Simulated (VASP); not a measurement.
# NaCl (Fm-3m) in VASP: notebook

NaCl is run at these levels: r2SCAN, PBE; tasks: single point, relaxation of cell and atoms.

Program: VASP 6.6.1. These are calculated values, not measurements. Logs are shortened: lines on timing, memory, paths and dates and some standing lists are left out, and cuts for length are marked.

### Step 1. The cell of the first run

The structure is cubic, space group Fm-3m (No. 225). Conventional cell: a = 5.718 Å, b = 5.718 Å, c = 5.718 Å, α = 90.00°, β = 90.00°, γ = 90.00°. Na (site symmetry m-3m) has 6 Cl at 2.86 Å within 3.8 Å. Within 3.8 Å of Cl (site symmetry m-3m) lie 6 Na at 2.86 Å.

### Step 2. Single point, r2SCAN

Input file POSCAR:

```
NaCl
1.0
    0.0000000000      2.8587771700      2.8587771700
    2.8587771700      0.0000000000      2.8587771700
    2.8587771700      2.8587771700      0.0000000000
Na Cl
1 1
Direct
    0.0000000000      0.0000000000      0.0000000000
    0.5000000000      0.5000000000      0.5000000000
```

Input file INCAR.step1:

```
SYSTEM = NaCl
ALGO     = Normal         ! electronic algorithm
EDIFF    = 1E-4           ! SCF threshold, eV
ENCUT    = 520            ! plane-wave cutoff, eV
GGA      = PE             ! functional
ISMEAR   = -1             ! smearing method
LASPH    = .TRUE.         ! aspherical terms in the spheres
LCHARG   = .FALSE.        ! write CHGCAR
LREAL    = .FALSE.        ! projectors in reciprocal space
LWAVE    = .TRUE.         ! write WAVECAR
NBANDS   = 14             ! bands
NELM     = 80             ! most SCF steps
PREC     = Accurate       ! precision mode
SIGMA    = 0.02           ! smearing width, eV
```

Input file INCAR.step2:

```
SYSTEM = NaCl
ALGO     = Normal         ! electronic algorithm
EDIFF    = 1E-7           ! SCF threshold, eV
ENCUT    = 520            ! plane-wave cutoff, eV
ISIF     = 2              ! what is computed and relaxed
ISMEAR   = -1             ! smearing method
ISTART   = 1            
LASPH    = .TRUE.         ! aspherical terms in the spheres
LCHARG   = .FALSE.        ! write CHGCAR
LMIXTAU  = .TRUE.       
LREAL    = .FALSE.        ! projectors in reciprocal space
LWAVE    = .FALSE.        ! write WAVECAR
METAGGA  = R2SCAN         ! meta-GGA
NBANDS   = 14             ! bands
NELM     = 80             ! most SCF steps
PREC     = Accurate       ! precision mode
SIGMA    = 0.02           ! smearing width, eV
```

Input file KPOINTS:

```
k-points
0
G
  10 10 10
  0 0 0
```

Potentials or basis: VASP PAW PBE potentials, release 64 (Na_pv, Cl).

The run is started by

```sh
$ cat potpaw_PBE.64/Na_pv/POTCAR potpaw_PBE.64/Cl/POTCAR > POTCAR
$ cp INCAR.step1 INCAR
$ mpirun -np 1 vasp_std > vasp.out
$ cp INCAR.step2 INCAR
$ mpirun -np 1 vasp_std > vasp.out
```

OUTCAR:

```text
SYSTEM = NaCl
   EDIFF = 1E-7
   ENCUT = 520
   ISIF = 2
   ISMEAR = -1
   ISTART = 1
   LASPH = .TRUE.
   LREAL = .FALSE.
   METAGGA = R2SCAN
   NELM = 80
   PREC = Accurate

 ion  position               nearest neighbor table
   1  0.000  0.000  0.000-
   2  0.500  0.500  0.500-

  LATTYP: Found a face centered cubic cell.
 ALAT       =     5.7175543400

  Lattice vectors:

 A1 = (   0.0000000000,   2.8587771700,   2.8587771700)
 A2 = (   2.8587771700,   0.0000000000,   2.8587771700)
 A3 = (   2.8587771700,   2.8587771700,   0.0000000000)

Analysis of symmetry for initial positions (statically):
=====================================================================
 Subroutine PRICEL returns:
 Original cell was already a primitive cell.

 Routine SETGRP: Setting up the symmetry group for a
 face centered cubic supercell.

 Subroutine GETGRP returns: Found 48 space group operations
 (whereof 48 operations were pure point group operations)
 out of a pool of 48 trial point group operations.

The static configuration has the point symmetry O_h .

Analysis of symmetry for dynamics (positions and initial velocities):
=====================================================================
 Subroutine PRICEL returns:
 Original cell was already a primitive cell.

 Routine SETGRP: Setting up the symmetry group for a
 face centered cubic supercell.

 Subroutine GETGRP returns: Found 48 space group operations
 (whereof 48 operations were pure point group operations)
 out of a pool of 48 trial point group operations.

The dynamic configuration has the point symmetry O_h .

 Subroutine INISYM returns: Found 48 space group operations
 (whereof 48 operations are pure point group operations),
 and found     1 'primitive' translations

----------------------------------------------------------------------------------------

                                     Primitive cell

  volume of cell :      46.7273

  direct lattice vectors                    reciprocal lattice vectors
     0.000000000  2.858777170  2.858777170    -0.174899956  0.174899956  0.174899956
     2.858777170  0.000000000  2.858777170     0.174899956 -0.174899956  0.174899956
     2.858777170  2.858777170  0.000000000     0.174899956  0.174899956 -0.174899956

  length of vectors
     4.042921446  4.042921446  4.042921446     0.302935609  0.302935609  0.302935609

  position of ions in fractional coordinates (direct lattice)
     0.000000000  0.000000000  0.000000000
     0.500000000  0.500000000  0.500000000

  ion indices of the primitive-cell ions
   primitive index   ion index
                 1           1
                 2           2

----------------------------------------------------------------------------------------

 KPOINTS: k-points

Automatic generation of k-mesh.
 Grid dimensions read from file:
 generate k-points for:   10   10   10

 Generating k-lattice:

  Cartesian coordinates                     Fractional coordinates (reciprocal lattice)
    -0.017489996  0.017489996  0.017489996     0.100000000  0.000000000  0.000000000
     0.017489996 -0.017489996  0.017489996     0.000000000  0.100000000  0.000000000
     0.017489996  0.017489996 -0.017489996     0.000000000  0.000000000  0.100000000

  Length of vectors
     0.030293561  0.030293561  0.030293561

  Shift w.r.t. Gamma in fractional coordinates (k-lattice)
     0.000000000  0.000000000  0.000000000

 Subroutine IBZKPT returns following result:
 ===========================================

 Found     47 irreducible k-points:

 Following reciprocal coordinates:
            Coordinates               Weight
  0.000000  0.000000  0.000000      1.000000
  0.100000  0.000000  0.000000      8.000000
  0.200000  0.000000  0.000000      8.000000
  0.300000  0.000000  0.000000      8.000000
  0.400000  0.000000  0.000000      8.000000
  0.500000  0.000000  0.000000      4.000000
[... 16 lines left out ...]
  0.300000  0.300000  0.000000      6.000000
  0.400000  0.300000  0.000000     24.000000
 [... further k-points ...]
   k-points           NKPTS =     47   k-points in BZ     NKDIM =     47   number of bands    NBANDS=     14
   number of dos      NEDOS =    301   number of ions     NIONS =      2
   total plane-waves  NPLWV =  27000
   dimension x,y,z NGX =    30 NGY =   30 NGZ =   30
   dimension x,y,z NGXF=    60 NGYF=   60 NGZF=   60
   ions per type =               1   1
   NGX,Y,Z   is equivalent  to a cutoff of  12.34, 12.34, 12.34 a.u.
   NGXF,Y,Z  is equivalent  to a cutoff of  24.67, 24.67, 24.67 a.u.
 SYSTEM =  NaCl
   PREC   = accura    normal or accurate (medium, high low for compatibility)
   ISTART =      1    job   : 0-new  1-cont  2-samecut
   ICHARG =      0    charge: 1-file 2-atom 10-const
   ISPIN  =      1    spin polarized calculation?
   LNONCOLLINEAR =      F non collinear calculations
   LSORBIT =      F    spin-orbit coupling
   LASPH  =      T    aspherical Exc in radial PAW
   ENCUT  =  520.0 eV  38.22 Ry    6.18 a.u.   7.52  7.52  7.52*2*pi/ulx,y,z
   NELM   =     80;   NELMIN=  2; NELMDL=  0     # of ELM steps
   EDIFF  = 0.1E-06   stopping-criterion for ELM
   LREAL  =      F    real-space projection
   EDIFFG = 0.1E-05   stopping-criterion for IOM
   NSW    =      0    number of steps for IOM
   IBRION =     -1    ionic relax: 0-MD 1-quasi-New 2-CG
   NFREE  =      0    steps in history (QN), initial steepest desc. (CG)
   ISIF   =      2    stress and relaxation
   ISYM   =      2    0-nonsym 1-usesym 2-fastsym
   POTIM  = 0.5000    time-step for ionic-motion
   TEBEG  =    0.0;   TEEND  =   0.0 temperature during run
   PSTRESS=    0.0 pullay stress
   NELECT =      14.0000    total number of electrons
   NUPDOWN=      -1.0000    fix difference up-down
   EMIN   =  10.00;   EMAX   =-10.00  energy-range for DOS
   EFERMI =   0.00;   METHOD = LEGACY
   ISMEAR =    -1;   SIGMA  =   0.02  broadening in eV -4-tet -1-fermi 0-gaus
   EFERMI_NEDOS =   21; number of points for ismear=-14 and -15
   IALGO  =     38    algorithm
   IMIX   =      4    mixing-type and parameters
     AMIX     =   0.40;   BMIX     =  1.00
     AMIX_MAG =   1.60;   BMIX_MAG =  1.00
  volume/ion in A,a.u.               =      23.36       157.67
  Fermi-wavevector in a.u.,A,eV,Ry     =   1.095453  2.070107 16.327236  1.200018
  Thomas-Fermi vector in A             =   2.231777
   LORBIT       =      0    0 simple, 1 ext, 2 COOP (PROOUT), +10 PAW based schemes
   METAGGA = R2SCAN    functional components
   LHFCALC =     F    Hartree Fock is set to
   AEXX    =    0.0000 exact exchange contribution
   IVDW    =     0    specifies the selected vdW correction
   LEPSILON=     F    determine dielectric tensor
   LRPA    =     F    only Hartree local field effects (RPA)
 non-spin polarized calculation
  energy-cutoff  :      520.00
  volume of cell :       46.73
 maximum number of plane-waves:      1295
   NGX = 15   NGY = 15   NGZ = 15

 number of electron      13.9999994 magnetization

 Free energy of the ion-electron system (eV)
  ---------------------------------------------------
  ext. energy  EPLUGINS =         0.00000000
  ---------------------------------------------------
  free energy    TOTEN  =       -13.77458212 eV

  energy without entropy =      -13.77458212  energy(sigma->0) =      -13.77458212

 E-fermi :  -0.9184     XC(G=0):  -8.4540

 val. band max:       -1.3923628649   @ k =   0.0000   0.0000   0.0000
 cond. band min:       4.3641505303   @ k =   0.0000   0.0000   0.0000
 fundamental gap:      5.7565133953
 Fermi energy:        -0.9183681365

 k-point     1 :       0.0000    0.0000    0.0000
  band No.  band energies     occupation
      1     -22.9907      2.00000
      2     -22.9904      2.00000
      3     -22.9904      2.00000
      4     -14.5247      2.00000
      5      -1.3924      2.00000
      6      -1.3924      2.00000
      7      -1.3924      2.00000
      8       4.3642      0.00000
      9      10.3252      0.00000
     10      10.3252      0.00000
     11      10.3252      0.00000
     12      12.5240      0.00000
     13      12.5240      0.00000
     14      14.0233      0.00000

 k-point     2 :       0.1000    0.0000    0.0000
  band No.  band energies     occupation
      1     -22.9927      2.00000
      2     -22.9908      2.00000
      3     -22.9906      2.00000
      4     -14.4972      2.00000
      5      -1.6152      2.00000
      6      -1.4181      2.00000
      7      -1.4181      2.00000
      8       4.6777      0.00000
      9       9.9339      0.00000
     10      10.4606      0.00000
     11      10.4606      0.00000
     12      12.3491      0.00000
     13      12.3491      0.00000
     14      14.7189      0.00000

 k-point     3 :       0.2000    0.0000    0.0000
  band No.  band energies     occupation
      1     -22.9985      2.00000
      2     -22.9912      2.00000
      3     -22.9910      2.00000
      4     -14.4240      2.00000
      5      -2.1263      2.00000
      6      -1.4839      2.00000
      7      -1.4839      2.00000
      8       5.4090      0.00000
      9       9.3610      0.00000
     10      10.6701      0.00000
     11      10.6702      0.00000
     12      12.2656      0.00000
     13      12.2657      0.00000
     14      15.2186      0.00000
[... 324 lines left out ...]
 k-point    23 :       0.3000    0.3000    0.0000
  band No.  band energies     occupation
      1     -23.0024      2.00000
      2     -22.9948      2.00000
      3     -22.9946      2.00000
      4     -14.2884      2.00000
      5      -2.5937      2.00000
      6      -1.7786      2.00000
      7      -1.7786      2.00000
      8       6.7483      0.00000
      9       7.9308      0.00000
     10       9.8500      0.00000
     11      12.2344      0.00000
     12      12.2345      0.00000
     13      13.6480      0.00000
     14      18.4231      0.00000

 k-point    24 :       0.4000    0.3000    0.0000
  band No.  band energies     occupation
      1     -23.0046      2.00000
      2     -22.9958      2.00000
      3     -22.9954      2.00000
      4     -14.2359      2.00000
      5      -2.7675      2.00000
      6      -1.9125      2.00000
      7      -1.8419      2.00000
      8       7.1157      0.00000
      9       7.7853      0.00000
     10       9.6777      0.00000
     11      12.3506      0.00000
     12      12.9253      0.00000
     13      14.4485      0.00000
     14      17.1675      0.00000

 [... further k-points ...]

------------------------ aborting loop because EDIFF is reached ----------------------------------------

  FORCE on cell =-STRESS in cart. coord.  units (eV):
  Direction    XX          YY          ZZ          XY          YZ          ZX
  --------------------------------------------------------------------------------------
  -------------------------------------------------------------------------------------
  Total       -0.4688142     -0.4688142     -0.4688142      0.0000000      0.0000000     -0.0000000
  in kB      -16.0746079    -16.0746079    -16.0746079      0.0000000      0.0000000     -0.0000000
  external PRESSURE =     -16.0746079 kB  Pullay stress =       0.0000000 kB

 VOLUME and BASIS-vectors are now :
 -----------------------------------------------------------------------------
  energy-cutoff  :      520.00
  volume of cell :       46.73
      direct lattice vectors                 reciprocal lattice vectors
     0.000000000  2.858777170  2.858777170    -0.174899956  0.174899956  0.174899956
     2.858777170  0.000000000  2.858777170     0.174899956 -0.174899956  0.174899956
     2.858777170  2.858777170  0.000000000     0.174899956  0.174899956 -0.174899956

 POSITION                                       TOTAL-FORCE (eV/Angst)
 -----------------------------------------------------------------------------------
      0.00000      0.00000      0.00000         0.000000     -0.000000      0.000000
      2.85878      2.85878      2.85878        -0.000000      0.000000     -0.000000
 -----------------------------------------------------------------------------------
    total drift:                                0.000000      0.000000      0.000000

  FREE ENERGIE OF THE ION-ELECTRON SYSTEM (eV)
  ---------------------------------------------------
  free  energy   TOTEN  =       -13.7745821245 eV

  energy  without entropy=      -13.7745821245  energy(sigma->0) =      -13.77458212
```

Run time: 70 s. Hardware: 1 thread of Intel Xeon 6975P-C (Granite Rapids), shared host; peak memory 0.17 GiB.

Results:

```
Free energy            : -13.7746 eV
Pressure               : -1.6 GPa
Band gap on the k mesh : 5.76 eV
```

Caveat: the PAW data sets were made with another functional, which shifts forces and pressure a little. A k mesh can miss the band edges.

### Step 3. Relaxation of cell and atoms, PBE

This run uses another cell than the first one, of 22.19 Å³/atom.

Input file INCAR:

```
  PREC = Accurate
  ENCUT = 600
  EDIFF = 1E-6
  ISMEAR = -1
  SIGMA = 0.02
  LREAL = False
  LASPH = True
  NELM = 100
  ALGO = Normal
  ISIF = 3
  LWAVE = False
  LCHARG = False
  GGA = PE
  IBRION = 2
  NSW = 80
  EDIFFG = -0.01
```

Input file KPOINTS:

```
Automatic mesh
0
Gamma
  8 8 8
```

Input file POSCAR:

```
NaCl
1.0
    0.0000000000      2.8100000000      2.8100000000
    2.8100000000      0.0000000000      2.8100000000
    2.8100000000      2.8100000000      0.0000000000
Na Cl
1 1
Direct
    0.0000000000      0.0000000000      0.0000000000
    0.5000000000      0.5000000000      0.5000000000
```

Potentials or basis: VASP PAW PBE potentials, release 64 (Na_pv, Cl).

The run is started by

```sh
$ cat potpaw_PBE.64/Na_pv/POTCAR potpaw_PBE.64/Cl/POTCAR > POTCAR
$ mpirun -np 1 vasp_std > vasp.out
```

Wall time 14 s (1 thread of Intel Xeon 6975P-C (Granite Rapids), shared host); peak memory 0.17 GiB.

It converged, with:

| Property | Result |
| --- | --- |
| Free energy | -6.7780 eV |
| Relaxed volume | 23.14 Å³/atom |
| Relaxed cell | a = 4.030 Å, b = 4.030 Å, c = 4.030 Å, α = 60.00°, β = 60.00°, γ = 60.00° |
| Space group after relaxing (to 0.1 Å) | Fm-3m (No. 225) |
| Energy gained by relaxing | 2.9 meV/atom |
| Ionic steps | 3 |
| Pressure after relaxing | 0.0 GPa |
| Band gap on the k mesh | 4.99 eV |

Step by step:
| step | energy change (eV) | largest force (eV/Å) | pressure (GPa) | volume (Å³) |
| --- | --- | --- | --- | --- |
| 1 | 0.0000 | 0.0000 | 1.05 | 44.38 |
| 2 | -0.0045 | 0.0000 | 0.52 | 45.32 |
| 3 | -0.0058 | 0.0000 | 0.00 | 46.28 |

Final structure:
```cif
data_structure
_symmetry_space_group_name_H-M 'P 1'
_symmetry_Int_Tables_number 1
_cell_length_a 4.0299
_cell_length_b 4.0299
_cell_length_c 4.0299
_cell_angle_alpha 60.000
_cell_angle_beta 60.000
_cell_angle_gamma 60.000
_cell_volume 46.28
loop_
_atom_site_label
_atom_site_type_symbol
_atom_site_fract_x
_atom_site_fract_y
_atom_site_fract_z
_atom_site_occupancy
Na1 Na 0.00000 0.00000 0.00000 1
Cl1 Cl 0.50000 0.50000 0.50000 1
```

Levels at points of the mesh, in eV from the valence-band top:
| k point | band 4 | band 5 | band 6 | band 7 | band 8 | band 9 | band 10 | band 11 |
| --- | --- | --- | --- | --- | --- | --- | --- | --- |
| (0.00, 0.00, 0.00) | -12.59 | 0.00 | 0.00 | 0.00 | 4.99 | 11.09 | 11.09 | 11.09 |
| (0.50, 0.00, 0.00) | -12.28 | -1.83 | -0.25 | -0.25 | 7.22 | 10.37 | 10.89 | 10.89 |
| (0.50, 0.50, 0.00) | -12.24 | -1.58 | -0.57 | -0.57 | 7.44 | 8.10 | 11.10 | 14.50 |

A k mesh can miss the band edges. PBE usually gives volumes a little too large and moduli too small.
